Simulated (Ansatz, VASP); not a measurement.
## WSe2: VASP beside Ansatz

```
W Se
1.0
     3.31719    0.00000    0.00000
    -1.65859    2.87277    0.00000
     0.00000    0.00000    6.84239
W Se
1 2
Direct
  0.00000 0.00000 0.00000
  0.33333 0.66667 0.24055
  0.33333 0.66667 0.75945
```

Change from the starting cell: strain +e along x and -e along y +0.0000, strain +e along z and -e/2 along x and y -0.0233.

Alike in both runs: task single point; functional PBE; dispersion D3(BJ); k mesh 9 × 9 × 4; occupations gaussian, width 0.05 eV; no spin polarisation.

```csv
,VASP,Ansatz
version,VASP 6.6.1,Ansatz 0.2.0
potentials or method,"VASP PAW PBE potentials, release 64 (W_sv, Se), cutoff 520 eV","scalar-relativistic, plane waves, PAW"
valence electrons in the cell,26,46
```

Ansatz gave:

```
gap on the k mesh at the Fermi level (eV)                     : 1.16
least direct gap on the mesh (eV)                             : 1.44
pressure (GPa)                                                : 0.7
traceless stress, the component that is largest in VASP (GPa) : 3.47
rms of the force components (eV/Å)                            : 0.189
```

Q: Which values does VASP return?

A: gap on the k mesh at the Fermi level (eV): 1.15; least direct gap on the mesh (eV): 1.43; pressure (GPa): 1.0; traceless stress, the component that is largest in VASP (GPa): 3.55; rms of the force components (eV/Å): 0.212.

Atom by atom the forces differ by 0.023 eV/Å (rms over components). VASP's potentials hold 26 valence electrons a cell and Ansatz's 46, so a difference there can come from the potentials and not from the codes.

Neither program's run includes spin-orbit coupling.
